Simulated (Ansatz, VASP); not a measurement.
**GdO in VASP and in Ansatz**

```
Gd O
1.0
     0.00000    2.70000    2.70000
     2.70000    0.00000    2.70000
     2.70000    2.70000    0.00000
Gd O
1 1
Direct
  0.00000 0.00000 0.00000
  0.75000 0.75000 0.75000
```

Alike in both runs: functional PBE; k mesh 9 × 9 × 9; occupations fermi-dirac, width 0.05 eV; collinear spin; Hubbard terms Gd f U = 3.0 eV.

```csv
,VASP,Ansatz
version,VASP 6.6.1,Ansatz 0.2.0
potentials or method,"VASP PAW PBE potentials, release 64 (Gd, O)",Ansatz PAW
plane-wave cutoff (eV),520,420
valence electrons in the cell,24,24
task,single point,band structure
```

VASP gave:

- gap on the k mesh at the Fermi level (eV): none
- pressure (GPa): -0.4
- net moment per atom (μB): 3.93
- size of the moment on the site where the two differ most (μB): 7.04

Q: What did Ansatz give for the same quantities?

A: gap on the k mesh at the Fermi level (eV): none; pressure (GPa): -0.5; net moment per atom (μB): 3.93; size of the moment on the site where the two differ most (μB): 6.99.

Site moments also hang on the region over which each program counts them. The programs project onto different local orbitals, so the same U acts differently, and such runs can settle in different states. A gap of «none» marks a metal or a gap that the smearing closes.

Spin-orbit coupling is off throughout. Noted on Ansatz's run: the magnetic or orbital state may not be the lowest.
